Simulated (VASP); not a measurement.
# WC (P1) in VASP: notebook

WC is run at these levels: PBE; tasks: single point.

Everything below comes from runs of VASP 6.6.1. Logs are shortened: lines on timing, memory, paths and dates and some standing lists are left out, and cuts for length are marked.

## Step 1: The cell of the first run

The typed cell holds 16 atoms: a = 5.802 Å, b = 5.024 Å, c = 5.659 Å, α = 90.00°, β = 90.00°, γ = 90.00°.

## Step 2: Single point, PBE

File INCAR:

```
SYSTEM = WC
PREC     = Accurate       ! precision mode
ENCUT    = 520            ! plane-wave cutoff, eV
EDIFF    = 1E-6           ! SCF threshold, eV
ISMEAR   = -1             ! smearing method
SIGMA    = 0.3            ! smearing width, eV
LREAL    = Auto         
LASPH    = .TRUE.         ! aspherical terms in the spheres
NELM     = 60             ! most SCF steps
ALGO     = Normal         ! electronic algorithm
ISIF     = 2              ! what is computed and relaxed
LWAVE    = .FALSE.        ! write WAVECAR
LCHARG   = .TRUE.         ! write CHGCAR
GGA      = PE             ! functional
LELF     = .TRUE.         ! ELF
LVHAR    = .TRUE.       
NBANDS   = 86             ! bands
```

File KPOINTS:

```
Automatic mesh
0
G
  2 2 2
  0 0 0
```

File POSCAR:

```
WC
1.0
   -2.9008000000     -5.0243330000      0.0000000000
    4.3512000000     -2.5121660000      0.0000000000
    0.0000000000      0.0000000000      5.6590000000
W C
8 8
Direct
    0.7571289179      0.4934913507     -0.0002827355
    0.7630305048      0.4949436680      0.5286623078
    0.4907007735     -0.0438442720      0.0013960064
    0.5171101921      0.0046040736      0.4662307828
    0.2500717204      0.4666317445     -0.0006361548
    0.2148361334      0.4871062364      0.4965895034
    0.0179739183     -0.0343953985     -0.0222830889
   -0.0019938897     -0.0201746358      0.5082700124
    0.5346159401      0.6227739288      0.3181304117
    0.4659557491      0.6725603137      0.7462449196
    0.2484294445      0.1456940919      0.2174765860
    0.2940864030      0.1205382051      0.7083760382
    0.0238124285      0.6249023471      0.2358543912
   -0.0049895004      0.6125267644      0.7485421453
    0.7899404933      0.1424571113      0.2663898215
    0.7590480160      0.1416267891      0.7781056724
```

Potentials or basis: VASP PAW PBE potentials, release 64 (W_sv, C).

Run with:

```bash
$ cat potpaw_PBE.64/W_sv/POTCAR potpaw_PBE.64/C/POTCAR > POTCAR
$ mpirun -np 1 vasp_std > vasp.out
```

OUTCAR:

```text
SYSTEM = WC
   PREC = Accurate
   ENCUT = 520
   EDIFF = 1E-6
   ISMEAR = -1
   LREAL = Auto
   LASPH = .TRUE.
   NELM = 60
   ISIF = 2
   GGA = PE

 ion  position               nearest neighbor table
   1  0.757  0.493  1.000-  14 2.07  13 2.15  16 2.17   9 2.31  15 2.33  10 2.39   2 2.67   3 2.79
                             7 2.82   5 2.86   5 2.94   2 2.99   7 3.06   3 3.11
   2  0.763  0.495  0.529-   9 1.89  14 1.93  16 2.27  10 2.30  15 2.32  13 2.34   6 2.63   1 2.67
                             8 2.79   4 2.87   8 2.93   4 2.95   1 2.99   6 3.19
   3  0.491  0.956  0.001-  10 2.03  11 2.09  12 2.18  16 2.21   9 2.47  15 2.48   4 2.65   7 2.75
                             1 2.79   5 2.83   5 2.92   4 3.04   7 3.06   1 3.11
   4  0.517  0.005  0.466-  12 1.97  15 2.06   9 2.10  11 2.22  10 2.32  16 2.36   3 2.65   8 2.80
                             2 2.87   2 2.95   6 3.00   8 3.02   3 3.04   6 3.14
   5  0.250  0.467  0.999-  11 2.03  13 2.04  10 2.17  14 2.18  12 2.41   9 2.57   6 2.82   3 2.83
                             7 2.85   6 2.85   7 2.86   1 2.86   3 2.92   1 2.94
   6  0.215  0.487  0.497-  13 1.97  14 2.01   9 2.22  10 2.23  12 2.24  11 2.34   2 2.63   8 2.78
                             5 2.82   8 2.84   5 2.85   4 3.00   4 3.14   2 3.19
   7  0.018  0.966  0.978-  16 2.08  11 2.11  14 2.20  13 2.25  15 2.28  12 2.34   8 2.66   3 2.75
                             1 2.82   5 2.85   5 2.86   8 3.01   1 3.06   3 3.06
   8  0.998  0.980  0.508-  15 2.00  12 2.18  16 2.22  14 2.29  11 2.35  13 2.36   7 2.66   6 2.78
                             2 2.79   4 2.80   6 2.84   2 2.93   7 3.01   4 3.02
   9  0.535  0.623  0.318-   2 1.89   4 2.10   6 2.22   1 2.31   3 2.47   5 2.57
  10  0.466  0.673  0.746-   3 2.03   5 2.17   6 2.23   2 2.30   4 2.32   1 2.39
  11  0.248  0.146  0.217-   5 2.03   3 2.09   7 2.11   4 2.22   6 2.34   8 2.35
  12  0.294  0.121  0.708-   4 1.97   8 2.18   3 2.18   6 2.24   7 2.34   5 2.41
  13  0.024  0.625  0.236-   6 1.97   5 2.04   1 2.15   7 2.25   2 2.34   8 2.36
  14  0.995  0.613  0.749-   2 1.93   6 2.01   1 2.07   5 2.18   7 2.20   8 2.29
  15  0.790  0.142  0.266-   8 2.00   4 2.06   7 2.28   2 2.32   1 2.33   3 2.48
  16  0.759  0.142  0.778-   7 2.08   1 2.17   3 2.21   8 2.22   2 2.27   4 2.36

  LATTYP: Found a simple orthorhombic cell.
 ALAT       =     5.0243327369
 B/A-ratio  =     1.1263187166
 C/A-ratio  =     1.1547005978

  Lattice vectors:

 A1 = (   4.3512000000,  -2.5121660000,   0.0000000000)
 A2 = (   0.0000000000,   0.0000000000,   5.6590000000)
 A3 = (  -2.9008000000,  -5.0243330000,   0.0000000000)

Analysis of symmetry for initial positions (statically):
=====================================================================
 Subroutine PRICEL returns:
 Original cell was already a primitive cell.

 Routine SETGRP: Setting up the symmetry group for a
 simple orthorhombic supercell.

 Subroutine GETGRP returns: Found  1 space group operations
 (whereof  1 operations were pure point group operations)
 out of a pool of  8 trial point group operations.
[... 140 lines left out ...]
   EFERMI =   0.00;   METHOD = LEGACY
   ISMEAR =    -1;   SIGMA  =   0.30  broadening in eV -4-tet -1-fermi 0-gaus
   EFERMI_NEDOS =   21; number of points for ismear=-14 and -15
   IALGO  =     38    algorithm
   IMIX   =      4    mixing-type and parameters
     AMIX     =   0.40;   BMIX     =  1.00
     AMIX_MAG =   1.60;   BMIX_MAG =  1.00
  volume/ion in A,a.u.               =      10.31        69.57
  Fermi-wavevector in a.u.,A,eV,Ry     =   1.564613  2.956691 33.307266  2.448015
  Thomas-Fermi vector in A             =   2.667211
   LORBIT       =      0    0 simple, 1 ext, 2 COOP (PROOUT), +10 PAW based schemes
   GGA     = PE    functional components
   LHFCALC =     F    Hartree Fock is set to
   AEXX    =    0.0000 exact exchange contribution
   IVDW    =     0    specifies the selected vdW correction
   LEPSILON=     F    determine dielectric tensor
   LRPA    =     F    only Hartree local field effects (RPA)
 non-spin polarized calculation
  energy-cutoff  :      520.00
  volume of cell :      164.96
 maximum number of plane-waves:      4472
 NGX is ok and might be reduce to    48
   NGX = 21   NGY = 19   NGZ = 21

 number of electron     144.0000006 magnetization

 Free energy of the ion-electron system (eV)
  ---------------------------------------------------
  ext. energy  EPLUGINS =         0.00000000
  ---------------------------------------------------
  free energy    TOTEN  =      -172.02865105 eV

  energy without entropy =     -170.69040284  energy(sigma->0) =     -171.35952694

 E-fermi :  11.5796     XC(G=0): -13.7993

 val. band max:       11.5458860289   @ k =   0.5000  -0.0000   0.5000
 cond. band min:      11.6777584137   @ k =   0.0000   0.0000   0.0000
 fundamental gap:      0.1318723848
 Fermi energy:        11.5795794918

 k-point     1 :       0.0000    0.0000    0.0000
  band No.  band energies     occupation
      1     -62.6880      2.00000
      2     -62.6362      2.00000
      3     -62.6221      2.00000
      4     -62.5992      2.00000
      5     -62.5932      2.00000
      6     -62.5422      2.00000
[... 685 lines left out ...]
     83      14.9913      0.00002
     84      15.0085      0.00002
 [bands above 84 left out]

------------------------ aborting loop because EDIFF is reached ----------------------------------------

  FORCE on cell =-STRESS in cart. coord.  units (eV):
  Direction    XX          YY          ZZ          XY          YZ          ZX
  --------------------------------------------------------------------------------------
  -------------------------------------------------------------------------------------
  Total       25.9080874     25.6476648     30.8150064      5.9434785     -6.6924714     -0.6521694
  in kB      251.6402258    249.1107909    299.3001771     57.7278534    -65.0026758     -6.3343944
  external PRESSURE =     266.6837312 kB  Pullay stress =       0.0000000 kB

 VOLUME and BASIS-vectors are now :
 -----------------------------------------------------------------------------
  energy-cutoff  :      520.00
  volume of cell :      164.96
      direct lattice vectors                 reciprocal lattice vectors
    -2.900800000 -5.024333000  0.000000000    -0.086183109 -0.149273553  0.000000000
     4.351200000 -2.512166000  0.000000000     0.172366252 -0.099515702  0.000000000
     0.000000000  0.000000000  5.659000000     0.000000000  0.000000000  0.176709666

 POSITION                                       TOTAL-FORCE (eV/Angst)
 -----------------------------------------------------------------------------------
     -0.04900     -5.04380      5.65740        -1.782663      2.627363      2.799961
     -0.05980     -5.07710      2.99170        -2.602871      4.332793     -3.307929
      2.73700     -4.86747      0.00790         0.705499     -4.095021     -1.424053
     -1.48000     -2.60970      2.63840        -2.142497      1.839682      3.954198
      1.30500     -2.42870      5.65540        -0.230170     -1.497346     -1.895510
      1.49630     -2.30310      2.81020        -6.019932     -5.519309      0.853393
[... 8 lines left out ...]
     -1.67160     -4.32680      1.50750         2.174401      0.849186     -2.638578
     -1.58560     -4.16950      4.40330         0.745770      0.643949     -2.118188
 -----------------------------------------------------------------------------------
    total drift:                                0.011193     -0.012734      0.005741

  FREE ENERGIE OF THE ION-ELECTRON SYSTEM (eV)
  ---------------------------------------------------
  free  energy   TOTEN  =      -172.0286510506 eV

  energy  without entropy=     -170.6904028379  energy(sigma->0) =     -171.35952694
```

OSZICAR:

```text
N       E                     dE             d eps       ncg     rms          rms(c)
DAV:   1     0.195792982998E+04    0.19579E+04   -0.77869E+04  1376   0.193E+03
DAV:   2     0.589890446046E+01   -0.19520E+04   -0.18902E+04  1376   0.621E+02
DAV:   3    -0.186637023816E+03   -0.19254E+03   -0.18255E+03  1616   0.172E+02
DAV:   4    -0.195862946386E+03   -0.92259E+01   -0.89849E+01  1624   0.334E+01
DAV:   5    -0.196145335230E+03   -0.28239E+00   -0.28103E+00  1672   0.553E+00    0.971E+01
DAV:   6    -0.172897920570E+03    0.23247E+02   -0.14587E+02  1730   0.393E+01    0.312E+01
DAV:   7    -0.172288833796E+03    0.60909E+00   -0.10206E+01  1640   0.136E+01    0.166E+01
DAV:   8    -0.172146355110E+03    0.14248E+00   -0.21790E+00  1672   0.921E+00    0.430E+00
DAV:   9    -0.172028167090E+03    0.11819E+00   -0.55268E-01  1680   0.456E+00    0.830E-01
DAV:  10    -0.172028932661E+03   -0.76557E-03   -0.64644E-02  1632   0.131E+00    0.383E-01
DAV:  11    -0.172028674532E+03    0.25813E-03   -0.61080E-03  1752   0.478E-01    0.210E-01
DAV:  12    -0.172028653680E+03    0.20852E-04   -0.16373E-03  1688   0.259E-01    0.891E-02
DAV:  13    -0.172028652579E+03    0.11010E-05   -0.29119E-04  1688   0.120E-01    0.285E-02
DAV:  14    -0.172028653037E+03   -0.45799E-06   -0.64522E-05  1712   0.495E-02    0.192E-02
DAV:  15    -0.172028651783E+03    0.12535E-05   -0.10633E-05  1520   0.218E-02    0.883E-03
DAV:  16    -0.172028651051E+03    0.73254E-06   -0.28042E-06  1120   0.826E-03
   1 F= -.17202865E+03 E0= -.17135953E+03  d E =-.133825E+01
```

stdout:

```text
POSCAR found type information on POSCAR W C
 POSCAR found :  2 types and      16 ions
 scaLAPACK will be used
 LDA part: xc-table for (Slater+PW92), standard interpolation
 POSCAR, INCAR and KPOINTS ok, starting setup
 FFT: planning ... GRIDC
 FFT: planning ... GRID_SOFT
 FFT: planning ... GRID
 WAVECAR not read
 entering main loop
```

Run time: 2.6 min. Hardware: 1 thread of Intel Xeon 6975P-C (Granite Rapids), shared host; peak memory 0.3 GiB.

What came out:

```
Free energy            : -172.0287 eV
Pressure               : 26.7 GPa
Largest force          : 8.212 eV/Å
Band gap on the k mesh : zero (band 72 reaches 11.75 eV, above the bottom of band 73 at 11.55 eV)
```

Forces on the atoms (eV/Å):
```
W   -1.783  2.627  2.800
W   -2.603  4.333 -3.308
W    0.705 -4.095 -1.424
W   -2.142  1.840  3.954
W   -0.230 -1.497 -1.896
W   -6.020 -5.519  0.853
W    1.303  0.601  3.360
W   -1.421 -1.835 -1.697
C    3.813  2.247 -6.264
C   -2.801 -0.588 -0.278
C   -1.112  0.189  2.758
C    3.973  2.434  3.219
C    3.435  1.306 -0.289
C    1.964 -3.536  2.968
C    2.174  0.849 -2.639
C    0.746  0.644 -2.118
```

Stress tensor (GPa, compression positive):
```
25.16  5.77 -0.63
 5.77 24.91 -6.50
-0.63 -6.50 29.93
```

Caveat: the k points lie up to 0.63 Å⁻¹ apart; spin-orbit coupling is left out, which moves the levels of the heavy elements; forces of over 1 eV/Å act on the atoms, so gaps and moduli don't describe the material at rest.

(Continued in part 2 of 2.)
